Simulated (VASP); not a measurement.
# Li5SbO (P4/mmm) in VASP: single point with PBE

Aim: the single point of Li5SbO with PBE.

Program: VASP 6.6.1. These are calculated values, not measurements. Logs are shortened: lines on timing, memory, paths and dates and some standing lists are left out, and cuts for length are marked.

## (1) The cell of the first run

Symmetry: P4/mmm, No. 123, tetragonal system. The conventional cell has a = 4.863 Å, b = 4.863 Å, c = 4.594 Å, α = 90.00°, β = 90.00°, γ = 90.00°. Within 2.8 Å of Li (site symmetry 2mm) lie 4 Li at 2.12 to 2.65 Å and 2 O at 2.65 Å and 2 Sb at 2.73 Å. Li (site symmetry 4/mmm) has 8 Li at 2.65 Å and 4 O at 3.44 Å within 3.5 Å. Within 3.0 Å of Sb (site symmetry 4/mmm) lie 2 O at 2.30 Å and 8 Li at 2.73 Å. Within 3.0 Å of O (site symmetry 4/mmm) lie 2 Sb at 2.30 Å and 8 Li at 2.65 Å.

The cell was built from a structure type or drawn by symmetry, and may not be a known phase.

## (2) Single point, PBE

Contents of INCAR:

```
SYSTEM = Li5SbO
PREC     = Accurate       ! precision mode
ENCUT    = 520            ! plane-wave cutoff, eV
EDIFF    = 1E-7           ! SCF threshold, eV
ISMEAR   = 0              ! smearing method
SIGMA    = 0.1            ! smearing width, eV
LREAL    = .FALSE.        ! projectors in reciprocal space
LASPH    = .TRUE.         ! aspherical terms in the spheres
NELM     = 100            ! most SCF steps
ALGO     = Normal         ! electronic algorithm
ISIF     = 2              ! what is computed and relaxed
LWAVE    = .FALSE.        ! write WAVECAR
LCHARG   = .FALSE.        ! write CHGCAR
GGA      = PE             ! functional
NBANDS   = 22             ! bands
```

Contents of KPOINTS:

```
regular mesh
0
G
  4 4 4
  0 0 0
```

Contents of POSCAR:

```
Li5SbO
1.0
    4.8626665200      0.0000000000      0.0000000000
    0.0000000000      4.8626665200      0.0000000000
    0.0000000000      0.0000000000      4.5942536300
Li Sb O
5 1 1
Direct
    0.0000000000      0.5000000000      0.2694540300
    0.5000000000      0.0000000000      0.2694540300
    0.0000000000      0.5000000000      0.7305459700
    0.5000000000      0.0000000000      0.7305459700
    0.5000000000      0.5000000000      0.5000000000
    0.0000000000      0.0000000000      0.0000000000
    0.0000000000      0.0000000000      0.5000000000
```

Potentials or basis: VASP PAW PBE potentials, release 64 (Li_sv, Sb, O).

Run with:

```console
cat potpaw_PBE.64/Li_sv/POTCAR potpaw_PBE.64/Sb/POTCAR potpaw_PBE.64/O/POTCAR > POTCAR
mpirun -np 1 vasp_std > vasp.out
```

OUTCAR:

```text
SYSTEM = Li5SbO
   PREC = Accurate
   ENCUT = 520
   EDIFF = 1E-7
   ISMEAR = 0
   LREAL = .FALSE.
   LASPH = .TRUE.
   NELM = 100
   ISIF = 2
   GGA = PE

 ion  position               nearest neighbor table
   1  0.000  0.500  0.269-   3 2.12   3 2.48   6 2.73   6 2.73
   2  0.500  0.000  0.269-   4 2.12   4 2.48   6 2.73   6 2.73
   3  0.000  0.500  0.731-   1 2.12   1 2.48   6 2.73   6 2.73
   4  0.500  0.000  0.731-   2 2.12   2 2.48   6 2.73   6 2.73
   5  0.500  0.500  0.500-
   6  0.000  0.000  0.000-   7 2.30   7 2.30   3 2.73   4 2.73   1 2.73   2 2.73   1 2.73   3 2.73
                             2 2.73   4 2.73
   7  0.000  0.000  0.500-   6 2.30   6 2.30

  LATTYP: Found a simple tetragonal cell.
 ALAT       =     4.8626665200
 C/A-ratio  =     0.9448012960

  Lattice vectors:

 A1 = (   4.8626665200,   0.0000000000,   0.0000000000)
 A2 = (   0.0000000000,   4.8626665200,   0.0000000000)
 A3 = (   0.0000000000,   0.0000000000,   4.5942536300)

Analysis of symmetry for initial positions (statically):
=====================================================================
 Subroutine PRICEL returns:
 Original cell was already a primitive cell.

 Routine SETGRP: Setting up the symmetry group for a
 simple tetragonal supercell.

 Subroutine GETGRP returns: Found 16 space group operations
 (whereof 16 operations were pure point group operations)
 out of a pool of 16 trial point group operations.

The static configuration has the point symmetry D_4h.

Analysis of symmetry for dynamics (positions and initial velocities):
=====================================================================
 Subroutine PRICEL returns:
 Original cell was already a primitive cell.

 Routine SETGRP: Setting up the symmetry group for a
 simple tetragonal supercell.

 Subroutine GETGRP returns: Found 16 space group operations
 (whereof 16 operations were pure point group operations)
 out of a pool of 16 trial point group operations.

The dynamic configuration has the point symmetry D_4h.

 Subroutine INISYM returns: Found 16 space group operations
 (whereof 16 operations are pure point group operations),
 and found     1 'primitive' translations

----------------------------------------------------------------------------------------

                                     Primitive cell

  volume of cell :     108.6335

  direct lattice vectors                    reciprocal lattice vectors
     4.862666520  0.000000000  0.000000000     0.205648484  0.000000000  0.000000000
     0.000000000  4.862666520  0.000000000     0.000000000  0.205648484  0.000000000
     0.000000000  0.000000000  4.594253630     0.000000000  0.000000000  0.217663212

  length of vectors
     4.862666520  4.862666520  4.594253630     0.205648484  0.205648484  0.217663212

  position of ions in fractional coordinates (direct lattice)
     0.000000000  0.500000000  0.269454030
     0.500000000  0.000000000  0.269454030
     0.000000000  0.500000000  0.730545970
     0.500000000  0.000000000  0.730545970
     0.500000000  0.500000000  0.500000000
     0.000000000  0.000000000  0.000000000
     0.000000000  0.000000000  0.500000000

  ion indices of the primitive-cell ions
   primitive index   ion index
                 1           1
                 2           2
                 3           3
                 4           4
                 5           5
                 6           6
                 7           7

----------------------------------------------------------------------------------------

 KPOINTS: regular mesh

Automatic generation of k-mesh.
 Grid dimensions read from file:
 generate k-points for:    4    4    4

 Generating k-lattice:

  Cartesian coordinates                     Fractional coordinates (reciprocal lattice)
     0.051412121  0.000000000  0.000000000     0.250000000  0.000000000  0.000000000
     0.000000000  0.051412121  0.000000000     0.000000000  0.250000000  0.000000000
     0.000000000  0.000000000  0.054415803     0.000000000  0.000000000  0.250000000

  Length of vectors
     0.051412121  0.051412121  0.054415803

  Shift w.r.t. Gamma in fractional coordinates (k-lattice)
     0.000000000  0.000000000  0.000000000

 Subroutine IBZKPT returns following result:
 ===========================================

 Found     18 irreducible k-points:

 Following reciprocal coordinates:
            Coordinates               Weight
  0.000000  0.000000  0.000000      1.000000
  0.250000  0.000000  0.000000      4.000000
  0.500000  0.000000  0.000000      2.000000
  0.250000  0.250000  0.000000      4.000000
  0.500000  0.250000  0.000000      4.000000
  0.500000  0.500000  0.000000      1.000000
[... 10 lines left out ...]
  0.500000  0.250000  0.500000      4.000000
  0.500000  0.500000  0.500000      1.000000
   k-points           NKPTS =     18   k-points in BZ     NKDIM =     18   number of bands    NBANDS=     22
   number of dos      NEDOS =    301   number of ions     NIONS =      7
   total plane-waves  NPLWV =  46656
   dimension x,y,z NGX =    36 NGY =   36 NGZ =   36
   dimension x,y,z NGXF=    72 NGYF=   72 NGZF=   72
   ions per type =               5   1   1
   NGX,Y,Z   is equivalent  to a cutoff of  12.31, 12.31, 13.03 a.u.
   NGXF,Y,Z  is equivalent  to a cutoff of  24.62, 24.62, 26.05 a.u.
 SYSTEM =  Li5SbO
   PREC   = accura    normal or accurate (medium, high low for compatibility)
   ISTART =      0    job   : 0-new  1-cont  2-samecut
   ICHARG =      2    charge: 1-file 2-atom 10-const
   ISPIN  =      1    spin polarized calculation?
   LNONCOLLINEAR =      F non collinear calculations
   LSORBIT =      F    spin-orbit coupling
   LASPH  =      T    aspherical Exc in radial PAW
   ENCUT  =  520.0 eV  38.22 Ry    6.18 a.u.   9.04  9.04  8.54*2*pi/ulx,y,z
   NELM   =    100;   NELMIN=  2; NELMDL= -5     # of ELM steps
   EDIFF  = 0.1E-06   stopping-criterion for ELM
   LREAL  =      F    real-space projection
   EDIFFG = 0.1E-05   stopping-criterion for IOM
   NSW    =      0    number of steps for IOM
   IBRION =     -1    ionic relax: 0-MD 1-quasi-New 2-CG
   NFREE  =      0    steps in history (QN), initial steepest desc. (CG)
   ISIF   =      2    stress and relaxation
   ISYM   =      2    0-nonsym 1-usesym 2-fastsym
   POTIM  = 0.5000    time-step for ionic-motion
   TEBEG  =    0.0;   TEEND  =   0.0 temperature during run
   PSTRESS=    0.0 pullay stress
   NELECT =      26.0000    total number of electrons
   NUPDOWN=      -1.0000    fix difference up-down
   EMIN   =  10.00;   EMAX   =-10.00  energy-range for DOS
   EFERMI =   0.00;   METHOD = LEGACY
   ISMEAR =     0;   SIGMA  =   0.10  broadening in eV -4-tet -1-fermi 0-gaus
   EFERMI_NEDOS =   21; number of points for ismear=-14 and -15
   IALGO  =     38    algorithm
   IMIX   =      4    mixing-type and parameters
     AMIX     =   0.40;   BMIX     =  1.00
     AMIX_MAG =   1.60;   BMIX_MAG =  1.00
  volume/ion in A,a.u.               =      15.52       104.73
  Fermi-wavevector in a.u.,A,eV,Ry     =   1.016431  1.920776 14.056618  1.033132
  Thomas-Fermi vector in A             =   2.149774
   LORBIT       =      0    0 simple, 1 ext, 2 COOP (PROOUT), +10 PAW based schemes
   GGA     = PE    functional components
   LHFCALC =     F    Hartree Fock is set to
   AEXX    =    0.0000 exact exchange contribution
   IVDW    =     0    specifies the selected vdW correction
   LEPSILON=     F    determine dielectric tensor
   LRPA    =     F    only Hartree local field effects (RPA)
 non-spin polarized calculation
 Gauss-broadening in eV      SIGMA  =   0.10
  energy-cutoff  :      520.00
  volume of cell :      108.63
 maximum number of plane-waves:      2944
   NGX = 19   NGY = 19   NGZ = 17

 number of electron      25.9999980 magnetization

 Free energy of the ion-electron system (eV)
  ---------------------------------------------------
  ext. energy  EPLUGINS =         0.00000000
  ---------------------------------------------------
  free energy    TOTEN  =       -19.69141298 eV

  energy without entropy =      -19.68801554  energy(sigma->0) =      -19.68971426

 E-fermi :   3.7399     XC(G=0):  -8.5531

 val. band max:        3.5882657870   @ k =   0.5000   0.0000   0.0000
 cond. band min:       3.7907951476   @ k =   0.5000   0.0000   0.2500
 fundamental gap:      0.2025293605
 Fermi energy:         3.7399174782

 k-point     1 :       0.0000    0.0000    0.0000
  band No.  band energies     occupation
      1     -43.6655      2.00000
      2     -43.4484      2.00000
      3     -43.4480      2.00000
      4     -43.3200      2.00000
      5     -43.3172      2.00000
      6     -14.3609      2.00000
[... 14 lines left out ...]
     21       8.9315      0.00000
     22       9.8791      0.00000

 k-point     2 :       0.2500    0.0000    0.0000
  band No.  band energies     occupation
      1     -43.6646      2.00000
      2     -43.4492      2.00000
      3     -43.4482      2.00000
      4     -43.3195      2.00000
      5     -43.3175      2.00000
      6     -14.3621      2.00000
[... 14 lines left out ...]
     21       9.2633      0.00000
     22      10.7748      0.00000

 k-point     3 :       0.5000    0.0000    0.0000
  band No.  band energies     occupation
      1     -43.6636      2.00000
      2     -43.4501      2.00000
      3     -43.4482      2.00000
      4     -43.3185      2.00000
      5     -43.3184      2.00000
      6     -14.3632      2.00000
[... 14 lines left out ...]
     21       9.9067      0.00000
     22      10.6204      0.00000
[... 326 lines left out ...]
 k-point    17 :       0.5000    0.2500    0.5000
  band No.  band energies     occupation
      1     -43.6626      2.00000
      2     -43.4238      2.00000
      3     -43.4229      2.00000
      4     -43.3452      2.00000
      5     -43.3452      2.00000
      6     -14.3049      2.00000
[... 14 lines left out ...]
     21       9.9101      0.00000
     22      11.0760      0.00000

 k-point    18 :       0.5000    0.5000    0.5000
  band No.  band energies     occupation
      1     -43.6618      2.00000
      2     -43.4238      2.00000
      3     -43.4238      2.00000
      4     -43.3452      2.00000
      5     -43.3452      2.00000
      6     -14.3055      2.00000
[... 14 lines left out ...]
     21      11.3360      0.00000
     22      11.3380      0.00000

------------------------ aborting loop because EDIFF is reached ----------------------------------------

  FORCE on cell =-STRESS in cart. coord.  units (eV):
  Direction    XX          YY          ZZ          XY          YZ          ZX
  --------------------------------------------------------------------------------------
  -------------------------------------------------------------------------------------
  Total       -0.3324111     -0.3324111     10.5233981      0.0000000      0.0000000      0.0000000
  in kB       -4.9025507     -4.9025507    155.2039042      0.0000000      0.0000000      0.0000000
  external PRESSURE =      48.4662676 kB  Pullay stress =       0.0000000 kB

 VOLUME and BASIS-vectors are now :
 -----------------------------------------------------------------------------
  energy-cutoff  :      520.00
  volume of cell :      108.63
      direct lattice vectors                 reciprocal lattice vectors
     4.862666520  0.000000000  0.000000000     0.205648484  0.000000000  0.000000000
     0.000000000  4.862666520  0.000000000     0.000000000  0.205648484  0.000000000
     0.000000000  0.000000000  4.594253630     0.000000000  0.000000000  0.217663212

 POSITION                                       TOTAL-FORCE (eV/Angst)
 -----------------------------------------------------------------------------------
      0.00000      2.43133      1.23794         0.000000     -0.000000     -0.959425
      2.43133      0.00000      1.23794        -0.000000      0.000000     -0.959425
      0.00000      2.43133      3.35631        -0.000000     -0.000000      0.959425
      2.43133      0.00000      3.35631        -0.000000      0.000000      0.959425
      2.43133      2.43133      2.29713        -0.000000     -0.000000      0.000000
      0.00000      0.00000      0.00000        -0.000000     -0.000000      0.000000
      0.00000      0.00000      2.29713        -0.000000     -0.000000      0.000000
 -----------------------------------------------------------------------------------
    total drift:                                0.000000      0.000000      0.000000

  FREE ENERGIE OF THE ION-ELECTRON SYSTEM (eV)
  ---------------------------------------------------
  free  energy   TOTEN  =       -19.6914129837 eV

  energy  without entropy=      -19.6880155427  energy(sigma->0) =      -19.68971426
```

Run time: 76 s. Hardware: 1 thread of AMD EPYC 7R13, shared host; peak memory 0.19 GiB.

What came out:

| Property | Result |
| --- | --- |
| Free energy | -19.6914 eV |
| Largest force | 0.959 eV/Å |
| Band gap on the k mesh | zero (bands 13 and 14 overlap by 0.76 eV) |

Forces in eV/Å, atoms in the order of the input:
```
Li   0.000  0.000 -0.959
Li   0.000  0.000 -0.959
Li   0.000  0.000  0.959
Li   0.000  0.000  0.959
Li   0.000  0.000  0.000
Sb   0.000  0.000  0.000
O    0.000  0.000  0.000
```

Caveat: the cutoff is under 1.25 times the usual one of these potentials, so pressure, stress and relaxed cells hold a basis-set (Pulay) error; spin-orbit coupling is left out, which moves the levels of the heavy elements.
